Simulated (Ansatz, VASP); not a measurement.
## Two plane-wave programs on Al5InSb6

```
Al In Sb
1.0
     4.45004    0.00000    0.00000
     0.00000    4.45004    0.00000
     0.00000    0.00000   18.85658
Al In Sb
5 1 6
Direct
  0.00000 0.00000 0.82656
  0.50000 0.50000 0.66319
  0.00000 0.00000 0.50000
  0.50000 0.50000 0.33681
  0.00000 0.00000 0.17344
  0.50000 0.50000 0.00000
  0.50000 0.00000 0.74483
  0.00000 0.50000 0.58159
  0.50000 0.00000 0.41841
  0.00000 0.50000 0.25517
  0.50000 0.00000 0.09279
  0.00000 0.50000 0.90721
```

Alike in both runs: functional PBE; k mesh 6 × 6 × 2; occupations gaussian, width 0.02 eV; no spin polarisation.

Ansatz relaxed the structure, and its values are those at the end. VASP's run is a single point on that final structure, the one shown.

|  | VASP | Ansatz |
| --- | --- | --- |
| version | VASP 6.6.1 | Ansatz 0.2.0 |
| potentials or method | VASP PAW PBE potentials, release 64 (Al, In_d, Sb), cutoff 520 eV | scalar-relativistic, plane waves, PAW |
| valence electrons in the cell | 58 | 118 |

VASP gave:

* gap on the k mesh at the Fermi level (eV): 0.89
* least direct gap on the mesh (eV): 0.89
* pressure (GPa): 0.1
* rms of the force components (eV/Å): 0.005

Problem. What did Ansatz give for the same quantities?

Solution. gap on the k mesh at the Fermi level (eV): 0.88; least direct gap on the mesh (eV): 0.88; pressure (GPa): 0.0; rms of the force components (eV/Å): 0.001.

The functional is the same, so the differences come from potentials, cutoffs and numerics. VASP's potentials hold 58 valence electrons a cell and Ansatz's 118, so a difference there can come from the potentials and not from the codes.

Spin-orbit coupling is off throughout.
